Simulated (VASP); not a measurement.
# KYSe2: single point with PBEsol

Crystal: KYSe2.

```
K Se Y
1.0
     4.26260    0.00000    0.00000
     0.00000    4.26260    0.00000
     0.00000    0.00000    5.81022
K Se Y
1 2 1
Direct
  0.00000 0.00000 0.00000
  0.00000 0.00000 0.50000
  0.50000 0.50000 0.00000
  0.50000 0.50000 0.50000
```

| Item | Value |
| --- | --- |
| Program | VASP 6.6.1 |
| Task | single point |
| Functional | PBEsol |
| Potentials or basis | VASP PAW PBE potentials, release 64 (K_sv, Se, Y_sv) |
| Cutoff | 520 eV |
| k mesh | 6 × 6 × 4 |
| Occupations | fermi-dirac, width 0.02 eV |
| Spin | no spin polarisation |

```
Pressure               : 0.2 GPa
Band gap on the k mesh : 0.05 eV
```

Stress tensor (GPa, compression positive):
```
0.13 0.00 0.00
0.00 0.13 0.00
0.00 0.00 0.21
```

Levels at points of the mesh, in eV from the valence-band top:
| k point | band 14 | band 15 | band 16 | band 17 | band 18 | band 19 |
| --- | --- | --- | --- | --- | --- | --- |
| (0.00, 0.00, 0.00) | -0.41 | 0.00 | 0.00 | 0.05 | 1.93 | 1.97 |
| (0.50, 0.00, 0.00) | -1.78 | -1.66 | -0.67 | 2.44 | 2.77 | 2.87 |
| (0.50, 0.50, 0.00) | -1.04 | -0.69 | -0.69 | 0.75 | 0.75 | 2.84 |
| (0.00, 0.00, 0.50) | -1.86 | -0.52 | -0.52 | 0.14 | 1.95 | 2.14 |
| (0.50, 0.00, 0.50) | -2.50 | -1.03 | -0.95 | 2.91 | 3.46 | 3.52 |
| (0.50, 0.50, 0.50) | -1.91 | -1.50 | -1.50 | 2.68 | 2.68 | 2.92 |

Wall time 60 s on 1 thread of Oxide Virtual Turin-like Processor, on a shared host, peak memory 0.24 GiB.

Caveat: semilocal functionals underestimate gaps, and a narrow one can read as zero; the PAW data sets were made with another functional, which shifts forces and pressure a little. A k mesh can miss the band edges.
